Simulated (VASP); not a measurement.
Wanted: the native input for a VASP 6.6.1 run.

```
Task                   : single point
Functional             : PBE
Potentials or basis    : VASP PAW PBE potentials, release 64 (Hf_pv, Si, F)
Cutoff                 : 520 eV
k mesh                 : 12 × 12 × 8
Occupations            : gaussian, width 0.1 eV
Spin                   : no spin polarisation
Dipole correction      : no
Further INCAR settings : ALGO = Normal; EDIFF = 1e-06; NBANDS = 32
```

The structure of Hf3Si2F lies in POSCAR:

```
Hf3Si2F
1.0
    4.5410980709      0.0000000000      0.0000000000
   -2.2705490355      3.9327062905      0.0000000000
    0.0000000000      0.0000000000      5.7901328942
Hf Si F
3 2 1
Direct
    0.6666666667      0.3333333333      0.5000000000
    0.0000000000      0.0000000000      0.0000000000
    0.0000000000      0.0000000000      0.5000000000
    0.3333333333      0.6666666667      0.2794778354
    0.3333333333      0.6666666667      0.7205221646
    0.6666666667      0.3333333333      0.0000000000
```

The cell was generated, and may not be a known phase.

These files were run (other wordings do the same):

INCAR

```
PREC = Accurate
ENCUT = 520
EDIFF = 1E-6
ISMEAR = 0
SIGMA = 0.1
LREAL = False
LASPH = True
NELM = 60
ALGO = Normal
ISIF = 2
LWAVE = False
LCHARG = False
GGA = PE
NBANDS = 32
```

KPOINTS

```
regular mesh
0
Gamma
  12 12 8
```

Potentials or basis: VASP PAW PBE potentials, release 64 (Hf_pv, Si, F).

The run is started by

```bash
$ cat potpaw_PBE.64/Hf_pv/POTCAR potpaw_PBE.64/Si/POTCAR potpaw_PBE.64/F/POTCAR > POTCAR
$ mpirun -np 1 vasp_std > vasp.out
```

Results of the run:

* Pressure: -0.5 GPa
* Largest force: 0.022 eV/Å
* Band gap on the k mesh: zero (an odd number of electrons rules out a gap without spin polarisation)

Caveat: spin-orbit coupling is left out, which moves the levels of the heavy elements; an odd number of electrons without spin polarisation forces a metal; a magnetic or distorted state may lie lower.

Run time: 5.6 min on 1 thread of Intel(R) Xeon(R) Platinum 8259CL CPU @ 2.50GHz (Skylake/Cascade Lake) (shared host), peak memory 0.42 GiB.
